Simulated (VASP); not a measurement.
# Ir (Fm-3m) in VASP: notebook, part 2 of 2

VASP 6.6.1. Earlier steps stand in the parts before.

## Step 6: Single point, PBEsol

INCAR

```
SYSTEM = Ir
ALGO     = Normal         ! electronic algorithm
EDIFF    = 1E-6           ! SCF threshold, eV
ENCUT    = 500            ! plane-wave cutoff, eV
GGA      = PS             ! functional
GGA_COMPAT= .False.      
ISIF     = 2              ! what is computed and relaxed
ISMEAR   = 0              ! smearing method
LASPH    = .True.         ! aspherical terms in the spheres
LCHARG   = .False.        ! write CHGCAR
LREAL    = .False.        ! projectors in reciprocal space
LWAVE    = .False.        ! write WAVECAR
NBANDS   = 10             ! bands
NELM     = 120            ! most SCF steps
PREC     = Accurate       ! precision mode
SIGMA    = 0.1            ! smearing width, eV
```

KPOINTS

```
k-points
0
Gamma
  10 10 10
  0 0 0
```

POSCAR

```
Ir
1.0
    0.0000000000      1.9269646676      1.9269646676
    1.9269646676      0.0000000000      1.9269646676
    1.9269646676      1.9269646676      0.0000000000
Ir
1
Direct
    0.0000000000      0.0000000000      0.0000000000
```

Potentials or basis: VASP PAW PBE potentials, release 64 (Ir).

Launch:

```console
$ cat potpaw_PBE.64/Ir/POTCAR > POTCAR
$ mpirun -np 1 vasp_std > vasp.out
```

OUTCAR:

```text
SYSTEM = Ir
   EDIFF = 1E-6
   ENCUT = 500
   GGA = PS
   ISIF = 2
   ISMEAR = 0
   LASPH = .True.
   LREAL = .False.
   NELM = 120
   PREC = Accurate

 ion  position               nearest neighbor table
   1  0.000  0.000  0.000-

  LATTYP: Found a face centered cubic cell.
 ALAT       =     3.8539293352

  Lattice vectors:

 A1 = (   0.0000000000,   1.9269646676,   1.9269646676)
 A2 = (   1.9269646676,   0.0000000000,   1.9269646676)
 A3 = (   1.9269646676,   1.9269646676,   0.0000000000)

Analysis of symmetry for initial positions (statically):
=====================================================================
 Subroutine PRICEL returns:
 Original cell was already a primitive cell.

 Routine SETGRP: Setting up the symmetry group for a
 face centered cubic supercell.

 Subroutine GETGRP returns: Found 48 space group operations
 (whereof 48 operations were pure point group operations)
 out of a pool of 48 trial point group operations.

The static configuration has the point symmetry O_h .

Analysis of symmetry for dynamics (positions and initial velocities):
=====================================================================
 Subroutine PRICEL returns:
 Original cell was already a primitive cell.

 Routine SETGRP: Setting up the symmetry group for a
 face centered cubic supercell.

 Subroutine GETGRP returns: Found 48 space group operations
 (whereof 48 operations were pure point group operations)
 out of a pool of 48 trial point group operations.

The dynamic configuration has the point symmetry O_h .

 Subroutine INISYM returns: Found 48 space group operations
 (whereof 48 operations are pure point group operations),
 and found     1 'primitive' translations

----------------------------------------------------------------------------------------

                                     Primitive cell

  volume of cell :      14.3104

  direct lattice vectors                    reciprocal lattice vectors
     0.000000000  1.926964668  1.926964668    -0.259475437  0.259475437  0.259475437
     1.926964668  0.000000000  1.926964668     0.259475437 -0.259475437  0.259475437
     1.926964668  1.926964668  0.000000000     0.259475437  0.259475437 -0.259475437

  length of vectors
     2.725139567  2.725139567  2.725139567     0.449424641  0.449424641  0.449424641

  position of ions in fractional coordinates (direct lattice)
     0.000000000  0.000000000  0.000000000

  ion indices of the primitive-cell ions
   primitive index   ion index
                 1           1

----------------------------------------------------------------------------------------

 KPOINTS: k-points

Automatic generation of k-mesh.
 Grid dimensions read from file:
 generate k-points for:   10   10   10

 Generating k-lattice:

  Cartesian coordinates                     Fractional coordinates (reciprocal lattice)
    -0.025947544  0.025947544  0.025947544     0.100000000  0.000000000  0.000000000
     0.025947544 -0.025947544  0.025947544     0.000000000  0.100000000  0.000000000
     0.025947544  0.025947544 -0.025947544     0.000000000  0.000000000  0.100000000

  Length of vectors
     0.044942464  0.044942464  0.044942464

  Shift w.r.t. Gamma in fractional coordinates (k-lattice)
     0.000000000  0.000000000  0.000000000

 Subroutine IBZKPT returns following result:
 ===========================================

 Found     47 irreducible k-points:

 Following reciprocal coordinates:
            Coordinates               Weight
  0.000000  0.000000  0.000000      1.000000
  0.100000  0.000000  0.000000      8.000000
  0.200000  0.000000  0.000000      8.000000
  0.300000  0.000000  0.000000      8.000000
  0.400000  0.000000  0.000000      8.000000
  0.500000  0.000000  0.000000      4.000000
[... 16 lines left out ...]
  0.300000  0.300000  0.000000      6.000000
  0.400000  0.300000  0.000000     24.000000
 [... further k-points ...]
   k-points           NKPTS =     47   k-points in BZ     NKDIM =     47   number of bands    NBANDS=     10
   number of dos      NEDOS =    301   number of ions     NIONS =      1
   total plane-waves  NPLWV =   8000
   dimension x,y,z NGX =    20 NGY =   20 NGZ =   20
   dimension x,y,z NGXF=    40 NGYF=   40 NGZF=   40
   ions per type =               1
   NGX,Y,Z   is equivalent  to a cutoff of  12.20, 12.20, 12.20 a.u.
   NGXF,Y,Z  is equivalent  to a cutoff of  24.40, 24.40, 24.40 a.u.
 SYSTEM =  Ir
   PREC   = accura    normal or accurate (medium, high low for compatibility)
   ISTART =      0    job   : 0-new  1-cont  2-samecut
   ICHARG =      2    charge: 1-file 2-atom 10-const
   ISPIN  =      1    spin polarized calculation?
   LNONCOLLINEAR =      F non collinear calculations
   LSORBIT =      F    spin-orbit coupling
   LASPH  =      T    aspherical Exc in radial PAW
   ENCUT  =  500.0 eV  36.75 Ry    6.06 a.u.   4.97  4.97  4.97*2*pi/ulx,y,z
   NELM   =    120;   NELMIN=  2; NELMDL= -5     # of ELM steps
   EDIFF  = 0.1E-05   stopping-criterion for ELM
   LREAL  =      F    real-space projection
   EDIFFG = 0.1E-04   stopping-criterion for IOM
   NSW    =      0    number of steps for IOM
   IBRION =     -1    ionic relax: 0-MD 1-quasi-New 2-CG
   NFREE  =      0    steps in history (QN), initial steepest desc. (CG)
   ISIF   =      2    stress and relaxation
   ISYM   =      2    0-nonsym 1-usesym 2-fastsym
   POTIM  = 0.5000    time-step for ionic-motion
   TEBEG  =    0.0;   TEEND  =   0.0 temperature during run
   PSTRESS=    0.0 pullay stress
   NELECT =       9.0000    total number of electrons
   NUPDOWN=      -1.0000    fix difference up-down
   EMIN   =  10.00;   EMAX   =-10.00  energy-range for DOS
   EFERMI =   0.00;   METHOD = LEGACY
   ISMEAR =     0;   SIGMA  =   0.10  broadening in eV -4-tet -1-fermi 0-gaus
   EFERMI_NEDOS =   21; number of points for ismear=-14 and -15
   IALGO  =     38    algorithm
   IMIX   =      4    mixing-type and parameters
     AMIX     =   0.40;   BMIX     =  1.00
     AMIX_MAG =   1.60;   BMIX_MAG =  1.00
  volume/ion in A,a.u.               =      14.31        96.57
  Fermi-wavevector in a.u.,A,eV,Ry     =   1.402615  2.650559 26.767147  1.967330
  Thomas-Fermi vector in A             =   2.525359
   LORBIT       =      0    0 simple, 1 ext, 2 COOP (PROOUT), +10 PAW based schemes
   GGA     = PS    functional components
   LHFCALC =     F    Hartree Fock is set to
   AEXX    =    0.0000 exact exchange contribution
   IVDW    =     0    specifies the selected vdW correction
   LEPSILON=     F    determine dielectric tensor
   LRPA    =     F    only Hartree local field effects (RPA)
 non-spin polarized calculation
 Gauss-broadening in eV      SIGMA  =   0.10
  energy-cutoff  :      500.00
  volume of cell :       14.31
 maximum number of plane-waves:       372
   NGX =  9   NGY =  9   NGZ =  9

 number of electron       9.0000000 magnetization

 Free energy of the ion-electron system (eV)
  ---------------------------------------------------
  ext. energy  EPLUGINS =         0.00000000
  ---------------------------------------------------
  free energy    TOTEN  =        -9.82200326 eV

  energy without entropy =       -9.81615649  energy(sigma->0) =       -9.81907988

 E-fermi :  10.1211     XC(G=0): -14.0342

 val. band max:       10.1022336359   @ k =  -0.3000   0.3000   0.1000
 cond. band min:      10.1392655238   @ k =  -0.4000   0.5000   0.1000
 fundamental gap:      0.0370318880
 Fermi energy:        10.1210725670

 k-point     1 :       0.0000    0.0000    0.0000
  band No.  band energies     occupation
      1      -1.0190      2.00000
      2       6.2093      2.00000
      3       6.2093      2.00000
      4       6.2093      2.00000
      5       8.8822      2.00000
      6       8.8822      2.00000
      7      24.3836      0.00000
      8      29.8967      0.00000
      9      29.8967      0.00000
     10      29.8967      0.00000

 k-point     2 :       0.1000    0.0000    0.0000
  band No.  band energies     occupation
      1      -0.5866      2.00000
      2       5.9922      2.00000
      3       6.3879      2.00000
      4       6.3879      2.00000
      5       8.7766      2.00000
      6       8.7766      2.00000
      7      25.1090      0.00000
      8      27.9980      0.00000
      9      30.6056      0.00000
     10      30.6056      0.00000
[... 274 lines left out ...]
 k-point    24 :       0.4000    0.3000    0.0000
  band No.  band energies     occupation
      1       2.8130      2.00000
      2       3.5557      2.00000
      3       7.4045      2.00000
      4       9.2041      2.00000
      5      10.8131      0.00000
      6      10.8388      0.00000
      7      22.7438      0.00000
      8      25.0096      0.00000
      9      25.9267      0.00000
     10      30.8561      0.00000

 [... further k-points ...]
[... 5 lines left out ...]
  --------------------------------------------------------------------------------------
  -------------------------------------------------------------------------------------
  Total       -0.5312076     -0.5312076     -0.5312076      0.0000000     -0.0000000      0.0000000
  in kB      -59.4735125    -59.4735125    -59.4735125      0.0000000     -0.0000000      0.0000000
  external PRESSURE =     -59.4735125 kB  Pullay stress =       0.0000000 kB

 VOLUME and BASIS-vectors are now :
 -----------------------------------------------------------------------------
  energy-cutoff  :      500.00
  volume of cell :       14.31
      direct lattice vectors                 reciprocal lattice vectors
     0.000000000  1.926964668  1.926964668    -0.259475437  0.259475437  0.259475437
     1.926964668  0.000000000  1.926964668     0.259475437 -0.259475437  0.259475437
     1.926964668  1.926964668  0.000000000     0.259475437  0.259475437 -0.259475437

 POSITION                                       TOTAL-FORCE (eV/Angst)
 -----------------------------------------------------------------------------------
      0.00000      0.00000      0.00000        -0.000000      0.000000     -0.000000
 -----------------------------------------------------------------------------------
    total drift:                                0.000000      0.000000     -0.000000

  FREE ENERGIE OF THE ION-ELECTRON SYSTEM (eV)
  ---------------------------------------------------
  free  energy   TOTEN  =        -9.8220032644 eV

  energy  without entropy=       -9.8161564885  energy(sigma->0) =       -9.81907988
```

It took 12 s on 1 thread of Intel Xeon 8259CL, shared host; peak memory 0.13 GiB.

Results:

| Quantity | Value |
| --- | --- |
| Free energy | -9.8220 eV |
| Pressure | -5.9 GPa |

Caveat: the PAW data sets were made with another functional, which shifts forces and pressure a little; spin-orbit coupling is left out, which moves the levels of the heavy elements.

## Step 7: Overview

```csv
level,smearing,gap on the mesh (eV),pressure (GPa)
PBE,gaussian 0.1 eV,none,5.2
PBE,fermi-dirac 0.23 eV,none,6.7
RPBE,gaussian 0.1 eV,none,9.3
PBEsol,gaussian 0.1 eV,none,-5.9
```

Alike in all rows: task single point; potentials or basis VASP PAW PBE potentials, release 64 (Ir); no spin polarisation; cell as given; k mesh 10 × 10 × 10; cutoff (eV) 500.

Every run on the cell as given and a fine mesh finds a metal. The pressure there spans -5.9 GPa (PBEsol) to 9.3 GPa (RPBE); a positive pressure means that this level wants a larger cell, a negative one a smaller.

Caveats: spin-orbit coupling is left out, which moves the levels of the heavy elements; the PAW data sets were made with another functional, which shifts forces and pressure a little (some runs).

Absolute energies hang on the potentials; compare differences alone.
